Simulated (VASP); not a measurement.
# Pt (Fm-3m) in VASP: a series of runs

Pt is run at these levels: PBEsol; tasks: single point.

All numbers are computed with VASP 6.6.1; they aren't measurements. Logs are shortened: lines on timing, memory, paths and dates and some standing lists are left out, and cuts for length are marked.

## 1. The cell of the first run

It takes space group Fm-3m (No. 225, cubic). The conventional cell has a = 3.910 Å, b = 3.910 Å, c = 3.910 Å, α = 90.00°, β = 90.00°, γ = 90.00°. Within 3.6 Å of Pt (site symmetry m-3m) lie 12 Pt at 2.76 Å.

## 2. Single point, PBEsol

The input, INCAR:

```
SYSTEM = Pt
ALGO = Normal ; EDIFF = 1E-7
ENCUT = 520 ; GGA = PS
ISIF = 2 ; ISMEAR = -1
LASPH = .True. ; LCHARG = .False.
LREAL = .False. ; LWAVE = .False.
NBANDS = 11 ; NELM = 60
PREC = Accurate ; SIGMA = 0.05
```

The input, KPOINTS:

```
k-points
0
Gamma
  12 12 12
  0 0 0
```

The input, POSCAR:

```
Pt
1.0
    0.0000000000      1.9550029407      1.9550029407
    1.9550029407      0.0000000000      1.9550029407
    1.9550029407      1.9550029407      0.0000000000
Pt
1
Direct
    0.0000000000      0.0000000000      0.0000000000
```

Potentials or basis: VASP PAW PBE potentials, release 64 (Pt).

The run is started by

```bash
$ cat potpaw_PBE.64/Pt/POTCAR > POTCAR
$ mpirun -np 1 vasp_std > vasp.out
```

OUTCAR:

```text
SYSTEM = Pt
   EDIFF = 1E-7
   ENCUT = 520
   GGA = PS
   ISIF = 2
   ISMEAR = -1
   LASPH = .True.
   LREAL = .False.
   NELM = 60
   PREC = Accurate

 ion  position               nearest neighbor table
   1  0.000  0.000  0.000-

  LATTYP: Found a face centered cubic cell.
 ALAT       =     3.9100058814

  Lattice vectors:

 A1 = (   0.0000000000,   1.9550029407,   1.9550029407)
 A2 = (   1.9550029407,   0.0000000000,   1.9550029407)
 A3 = (   1.9550029407,   1.9550029407,   0.0000000000)

Analysis of symmetry for initial positions (statically):
=====================================================================
 Subroutine PRICEL returns:
 Original cell was already a primitive cell.

 Routine SETGRP: Setting up the symmetry group for a
 face centered cubic supercell.

 Subroutine GETGRP returns: Found 48 space group operations
 (whereof 48 operations were pure point group operations)
 out of a pool of 48 trial point group operations.

The static configuration has the point symmetry O_h .

Analysis of symmetry for dynamics (positions and initial velocities):
=====================================================================
 Subroutine PRICEL returns:
 Original cell was already a primitive cell.

 Routine SETGRP: Setting up the symmetry group for a
 face centered cubic supercell.

 Subroutine GETGRP returns: Found 48 space group operations
 (whereof 48 operations were pure point group operations)
 out of a pool of 48 trial point group operations.

The dynamic configuration has the point symmetry O_h .

 Subroutine INISYM returns: Found 48 space group operations
 (whereof 48 operations are pure point group operations),
 and found     1 'primitive' translations

----------------------------------------------------------------------------------------

                                     Primitive cell

  volume of cell :      14.9442

  direct lattice vectors                    reciprocal lattice vectors
     0.000000000  1.955002941  1.955002941    -0.255754091  0.255754091  0.255754091
     1.955002941  0.000000000  1.955002941     0.255754091 -0.255754091  0.255754091
     1.955002941  1.955002941  0.000000000     0.255754091  0.255754091 -0.255754091

  length of vectors
     2.764791673  2.764791673  2.764791673     0.442979080  0.442979080  0.442979080

  position of ions in fractional coordinates (direct lattice)
     0.000000000  0.000000000  0.000000000

  ion indices of the primitive-cell ions
   primitive index   ion index
                 1           1

----------------------------------------------------------------------------------------

 KPOINTS: k-points

Automatic generation of k-mesh.
 Grid dimensions read from file:
 generate k-points for:   12   12   12

 Generating k-lattice:

  Cartesian coordinates                     Fractional coordinates (reciprocal lattice)
    -0.021312841  0.021312841  0.021312841     0.083333333  0.000000000  0.000000000
     0.021312841 -0.021312841  0.021312841     0.000000000  0.083333333  0.000000000
     0.021312841  0.021312841 -0.021312841     0.000000000  0.000000000  0.083333333

  Length of vectors
     0.036914923  0.036914923  0.036914923

  Shift w.r.t. Gamma in fractional coordinates (k-lattice)
     0.000000000  0.000000000  0.000000000

 Subroutine IBZKPT returns following result:
 ===========================================

 Found     72 irreducible k-points:

 Following reciprocal coordinates:
            Coordinates               Weight
  0.000000  0.000000  0.000000      1.000000
  0.083333  0.000000  0.000000      8.000000
  0.166667  0.000000  0.000000      8.000000
  0.250000  0.000000  0.000000      8.000000
  0.333333  0.000000  0.000000      8.000000
  0.416667  0.000000  0.000000      8.000000
[... 16 lines left out ...]
  0.500000  0.166667  0.000000     24.000000
 -0.416667  0.166667  0.000000     24.000000
 [... further k-points ...]
   k-points           NKPTS =     72   k-points in BZ     NKDIM =     72   number of bands    NBANDS=     11
   number of dos      NEDOS =    301   number of ions     NIONS =      1
   total plane-waves  NPLWV =  13824
   dimension x,y,z NGX =    24 NGY =   24 NGZ =   24
   dimension x,y,z NGXF=    48 NGYF=   48 NGZF=   48
   ions per type =               1
   NGX,Y,Z   is equivalent  to a cutoff of  14.43, 14.43, 14.43 a.u.
   NGXF,Y,Z  is equivalent  to a cutoff of  28.86, 28.86, 28.86 a.u.
 SYSTEM =  Pt
   PREC   = accura    normal or accurate (medium, high low for compatibility)
   ISTART =      0    job   : 0-new  1-cont  2-samecut
   ICHARG =      2    charge: 1-file 2-atom 10-const
   ISPIN  =      1    spin polarized calculation?
   LNONCOLLINEAR =      F non collinear calculations
   LSORBIT =      F    spin-orbit coupling
   LASPH  =      T    aspherical Exc in radial PAW
   ENCUT  =  520.0 eV  38.22 Ry    6.18 a.u.   5.14  5.14  5.14*2*pi/ulx,y,z
   NELM   =     60;   NELMIN=  2; NELMDL= -5     # of ELM steps
   EDIFF  = 0.1E-06   stopping-criterion for ELM
   LREAL  =      F    real-space projection
   EDIFFG = 0.1E-05   stopping-criterion for IOM
   NSW    =      0    number of steps for IOM
   IBRION =     -1    ionic relax: 0-MD 1-quasi-New 2-CG
   NFREE  =      0    steps in history (QN), initial steepest desc. (CG)
   ISIF   =      2    stress and relaxation
   ISYM   =      2    0-nonsym 1-usesym 2-fastsym
   POTIM  = 0.5000    time-step for ionic-motion
   TEBEG  =    0.0;   TEEND  =   0.0 temperature during run
   PSTRESS=    0.0 pullay stress
   NELECT =      10.0000    total number of electrons
   NUPDOWN=      -1.0000    fix difference up-down
   EMIN   =  10.00;   EMAX   =-10.00  energy-range for DOS
   EFERMI =   0.00;   METHOD = LEGACY
   ISMEAR =    -1;   SIGMA  =   0.05  broadening in eV -4-tet -1-fermi 0-gaus
   EFERMI_NEDOS =   21; number of points for ismear=-14 and -15
   IALGO  =     38    algorithm
   IMIX   =      4    mixing-type and parameters
     AMIX     =   0.40;   BMIX     =  1.00
     AMIX_MAG =   1.60;   BMIX_MAG =  1.00
  volume/ion in A,a.u.               =      14.94       100.85
  Fermi-wavevector in a.u.,A,eV,Ry     =   1.431916  2.705928 27.897144  2.050382
  Thomas-Fermi vector in A             =   2.551600
   LORBIT       =      0    0 simple, 1 ext, 2 COOP (PROOUT), +10 PAW based schemes
   GGA     = PS    functional components
   LHFCALC =     F    Hartree Fock is set to
   AEXX    =    0.0000 exact exchange contribution
   IVDW    =     0    specifies the selected vdW correction
   LEPSILON=     F    determine dielectric tensor
   LRPA    =     F    only Hartree local field effects (RPA)
 non-spin polarized calculation
  energy-cutoff  :      520.00
  volume of cell :       14.94
 maximum number of plane-waves:       419
 NGX is ok and might be reduce to    24
   NGX = 11   NGY = 11   NGZ = 11

 number of electron      10.0000000 magnetization

 number of electron       9.9999999 magnetization

 Free energy of the ion-electron system (eV)
  ---------------------------------------------------
  ext. energy  EPLUGINS =         0.00000000
  ---------------------------------------------------
  free energy    TOTEN  =        -6.97266353 eV

  energy without entropy =       -6.95713939  energy(sigma->0) =       -6.96490146

 E-fermi :  11.2984     XC(G=0): -13.6805

 val. band max:       11.2943200712   @ k =  -0.4167   0.3333   0.0833
 cond. band min:      11.3009920679   @ k =   0.5000   0.4167   0.0833
 fundamental gap:      0.0066719967
 Fermi energy:        11.2984388008

 k-point     1 :       0.0000    0.0000    0.0000
  band No.  band energies     occupation
      1       0.8728      2.00000
      2       7.4188      2.00000
      3       7.4188      2.00000
      4       7.4188      2.00000
      5       9.6316      2.00000
      6       9.6316      2.00000
      7      25.8695      0.00000
      8      30.8792      0.00000
      9      30.8792      0.00000
     10      30.8792      0.00000
     11      36.2081      0.00000

 k-point     2 :       0.0833    0.0000    0.0000
  band No.  band energies     occupation
      1       1.1530      2.00000
      2       7.2949      2.00000
      3       7.5284      2.00000
      4       7.5284      2.00000
      5       9.5718      2.00000
      6       9.5718      2.00000
      7      26.3040      0.00000
      8      29.5422      0.00000
      9      31.3134      0.00000
     10      31.3134      0.00000
     11      37.6019      0.00000

 k-point     3 :       0.1667    0.0000    0.0000
  band No.  band energies     occupation
      1       1.9303      2.00000
      2       7.0462      2.00000
      3       7.7523      2.00000
      4       7.7523      2.00000
      5       9.5217      2.00000
      6       9.5217      2.00000
      7      27.1787      0.00000
      8      27.3147      0.00000
      9      32.5222      0.00000
     10      32.5222      0.00000
     11      36.2899      0.00000

 k-point     4 :       0.2500    0.0000    0.0000
  band No.  band energies     occupation
      1       2.9407      2.00000
      2       7.0481      2.00000
      3       7.8011      2.00000
      4       7.8011      2.00000
      5       9.8053      2.00000
      6       9.8053      2.00000
      7      24.5824      0.00000
      8      27.6515      0.00000
      9      33.9897      0.00000
     10      33.9897      0.00000
     11      34.8346      0.00000
[... 239 lines left out ...]
 k-point    22 :       0.4167    0.1667    0.0000
  band No.  band energies     occupation
      1       4.4895      2.00000
      2       6.7287      2.00000
      3       7.2761      2.00000
      4       8.3380      2.00000
      5      11.2641      1.33089
      6      11.7937      0.00010
      7      20.7391      0.00000
      8      27.2296      0.00000
      9      28.6580      0.00000
     10      30.5523      0.00000
     11      37.9952      0.00000

 k-point    23 :       0.5000    0.1667    0.0000
  band No.  band energies     occupation
      1       4.5794      2.00000
      2       6.7505      2.00000
      3       7.9999      2.00000
      4       8.1445      2.00000
      5      11.3929      0.26270
      6      13.7336      0.00000
      7      17.7490      0.00000
      8      26.4702      0.00000
      9      28.7284      0.00000
     10      29.1504      0.00000
     11      38.6991      0.00000

 k-point    24 :      -0.4167    0.1667    0.0000
  band No.  band energies     occupation
      1       4.6386      2.00000
      2       6.7652      2.00000
      3       8.0539      2.00000
      4       8.3169      2.00000
      5      10.9841      1.99628
      6      14.2937      0.00000
      7      17.3254      0.00000
      8      26.0999      0.00000
      9      28.1970      0.00000
     10      29.8640      0.00000
     11      38.2319      0.00000

 [... further k-points ...]
[... 5 lines left out ...]
  --------------------------------------------------------------------------------------
  -------------------------------------------------------------------------------------
  Total        0.1491784      0.1491784      0.1491784      0.0000000      0.0000000      0.0000000
  in kB       15.9935280     15.9935280     15.9935280      0.0000000      0.0000000      0.0000000
  external PRESSURE =      15.9935280 kB  Pullay stress =       0.0000000 kB

 VOLUME and BASIS-vectors are now :
 -----------------------------------------------------------------------------
  energy-cutoff  :      520.00
  volume of cell :       14.94
      direct lattice vectors                 reciprocal lattice vectors
     0.000000000  1.955002941  1.955002941    -0.255754091  0.255754091  0.255754091
     1.955002941  0.000000000  1.955002941     0.255754091 -0.255754091  0.255754091
     1.955002941  1.955002941  0.000000000     0.255754091  0.255754091 -0.255754091

 POSITION                                       TOTAL-FORCE (eV/Angst)
 -----------------------------------------------------------------------------------
      0.00000      0.00000      0.00000        -0.000000     -0.000000      0.000000
 -----------------------------------------------------------------------------------
    total drift:                                0.000000      0.000000      0.000000

  FREE ENERGIE OF THE ION-ELECTRON SYSTEM (eV)
  ---------------------------------------------------
  free  energy   TOTEN  =        -6.9726635269 eV

  energy  without entropy=       -6.9571393858  energy(sigma->0) =       -6.96490146
```

It took 21 s on 1 thread of Intel Xeon 8259CL, shared host; peak memory 0.15 GiB.

Results:

```yaml
Free_energy: -6.9727 eV
Pressure: 1.6 GPa
Band_gap_on_the_k_mesh: zero (band 5 reaches 11.79 eV, above the bottom of band 6 at 9.52 eV)
```

Caveat: the PAW data sets were made with another functional, which shifts forces and pressure a little; spin-orbit coupling is left out, which moves the levels of the heavy elements.

## 3. Single point, PBEsol

This run uses another cell than the first one, of 14.80 Å³/atom, 0.990 times its volume.

The input, INCAR:

```
SYSTEM = Pt
  PREC = Accurate
  ENCUT = 520
  EDIFF = 1E-7
  ISMEAR = -1
  SIGMA = 0.05
  LREAL = .False.
  LASPH = .True.
  NELM = 80
  ALGO = Fast
  ISIF = 2
  LWAVE = .False.
  LCHARG = .False.
  GGA = PS
  NBANDS = 11
```

The input, KPOINTS:

```
regular mesh
0
Gamma
  12 12 12
  0 0 0
```

The input, POSCAR:

```
Pt
1.0
    0.0000000000      1.9485518983      1.9485518983
    1.9485518983      0.0000000000      1.9485518983
    1.9485518983      1.9485518983      0.0000000000
Pt
1
Direct
    0.0000000000      0.0000000000      0.0000000000
```

Potentials or basis: VASP PAW PBE potentials, release 64 (Pt).

The run is started by

```bash
$ cat potpaw_PBE.64/Pt/POTCAR > POTCAR
$ mpirun -np 1 vasp_std > vasp.out
```

OUTCAR:

```text
SYSTEM = Pt
   PREC = Accurate
   ENCUT = 520
   EDIFF = 1E-7
   ISMEAR = -1
   LREAL = .False.
   LASPH = .True.
   NELM = 80
   ISIF = 2
   GGA = PS

 ion  position               nearest neighbor table
   1  0.000  0.000  0.000-

  LATTYP: Found a face centered cubic cell.
 ALAT       =     3.8971037966

  Lattice vectors:

 A1 = (   0.0000000000,   1.9485518983,   1.9485518983)
 A2 = (   1.9485518983,   0.0000000000,   1.9485518983)
 A3 = (   1.9485518983,   1.9485518983,   0.0000000000)

Analysis of symmetry for initial positions (statically):
=====================================================================
 Subroutine PRICEL returns:
 Original cell was already a primitive cell.

 Routine SETGRP: Setting up the symmetry group for a
 face centered cubic supercell.

 Subroutine GETGRP returns: Found 48 space group operations
 (whereof 48 operations were pure point group operations)
 out of a pool of 48 trial point group operations.

The static configuration has the point symmetry O_h .

Analysis of symmetry for dynamics (positions and initial velocities):
[... 163 lines left out ...]

 k-point     1 :       0.0000    0.0000    0.0000
  band No.  band energies     occupation
      1       0.9532      2.00000
      2       7.5497      2.00000
      3       7.5497      2.00000
      4       7.5497      2.00000
      5       9.7987      2.00000
      6       9.7987      2.00000
      7      26.0340      0.00000
      8      31.1004      0.00000
      9      31.1004      0.00000
     10      31.1004      0.00000
     11      36.4659      0.00000
[... 309 lines left out ...]
 k-point    24 :      -0.4167    0.1667    0.0000
  band No.  band energies     occupation
      1       4.7356      2.00000
      2       6.8829      2.00000
      3       8.1929      2.00000
      4       8.4585      2.00000
      5      11.1732      1.99665
      6      14.5083      0.00000
      7      17.5867      0.00000
      8      26.3416      0.00000
      9      28.4417      0.00000
     10      30.1491      0.00000
     11      38.5352      0.00000

 [... further k-points ...]

------------------------ aborting loop because EDIFF is reached ----------------------------------------

  FORCE on cell =-STRESS in cart. coord.  units (eV):
  Direction    XX          YY          ZZ          XY          YZ          ZX
  --------------------------------------------------------------------------------------
  -------------------------------------------------------------------------------------
  Total        0.4318526      0.4318526      0.4318526      0.0000000     -0.0000000     -0.0000000
  in kB       46.7606163     46.7606163     46.7606163      0.0000000     -0.0000000     -0.0000000
  external PRESSURE =      46.7606163 kB  Pullay stress =       0.0000000 kB

 VOLUME and BASIS-vectors are now :
 -----------------------------------------------------------------------------
  energy-cutoff  :      520.00
  volume of cell :       14.80
      direct lattice vectors                 reciprocal lattice vectors
     0.000000000  1.948551898  1.948551898    -0.256600812  0.256600812  0.256600812
     1.948551898  0.000000000  1.948551898     0.256600812 -0.256600812  0.256600812
     1.948551898  1.948551898  0.000000000     0.256600812  0.256600812 -0.256600812

 POSITION                                       TOTAL-FORCE (eV/Angst)
 -----------------------------------------------------------------------------------
      0.00000      0.00000      0.00000        -0.000000     -0.000000      0.000000
 -----------------------------------------------------------------------------------
    total drift:                                0.000000     -0.000000     -0.000000

  FREE ENERGIE OF THE ION-ELECTRON SYSTEM (eV)
  ---------------------------------------------------
  free  energy   TOTEN  =        -6.9697012158 eV

  energy  without entropy=       -6.9542855677  energy(sigma->0) =       -6.96199339
```

Run time: 21 s. Hardware: 1 thread of Intel Xeon 8259CL, shared host; peak memory 0.13 GiB.

Results:

```yaml
Free_energy: -6.9697 eV
Pressure: 4.7 GPa
Band_gap_on_the_k_mesh: zero (band 5 reaches 12.00 eV, above the bottom of band 6 at 9.69 eV)
```

Caveat: the PAW data sets were made with another functional, which shifts forces and pressure a little; spin-orbit coupling is left out, which moves the levels of the heavy elements.
